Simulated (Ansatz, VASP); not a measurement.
Cr: VASP beside Ansatz

File INCAR:

```
PREC = Accurate
ENCUT = 520
EDIFF = 1E-6
ISMEAR = 0
SIGMA = 0.1
LREAL = False
LASPH = True
NELM = 80
ALGO = Normal
ISIF = 2
LWAVE = False
LCHARG = False
GGA = PE
NBANDS = 12
```

Contents of KPOINTS:

```
regular mesh
0
Gamma
  20 20 20
```

File POSCAR:

```
Cr
1.0
   -1.4698791490      1.4698791490      1.4698791490
    1.4698791490     -1.4698791490      1.4698791490
    1.4698791490      1.4698791490     -1.4698791490
Cr
1
Direct
    0.0000000000      0.0000000000      0.0000000000
```

Input for Ansatz:

```yaml
crystal:
  lattice:
    - [-1.469879149, 1.469879149, 1.469879149]
    - [1.469879149, -1.469879149, 1.469879149]
    - [1.469879149, 1.469879149, -1.469879149]
  atoms:
    - { symbol: Cr, position: [0.0, 0.0, 0.0] }
basis:
  ecutwfc: 420
kpoints:
  mp_grid: { grid: [20, 20, 20] }
hamiltonian:
  xc: pbe
scf:
  occupations: { method: gaussian, width: 0.1 }
output:
  forces: true
  stress: true
  eigenvalues: true
```

Alike in both runs: task single point; functional PBE; k mesh 20 × 20 × 20; occupations gaussian, width 0.1 eV; no spin polarisation.

|  | VASP | Ansatz |
| --- | --- | --- |
| version | VASP 6.6.1 | Ansatz 0.2.0 |
| potentials or method | VASP PAW PBE potentials, release 64 (Cr_pv), cutoff 520 eV | scalar-relativistic, plane waves, PAW |
| valence electrons in the cell | 12 | 14 |

```csv
,VASP,Ansatz,Ansatz less VASP
gap on the k mesh at the Fermi level (eV),none,none,-
pressure (GPa),-20.4,-20.1,+0.36
```

A gap of «none» marks a metal or a gap that the smearing closes. VASP's potentials hold 12 valence electrons a cell and Ansatz's 14, so a difference there can come from the potentials and not from the codes.
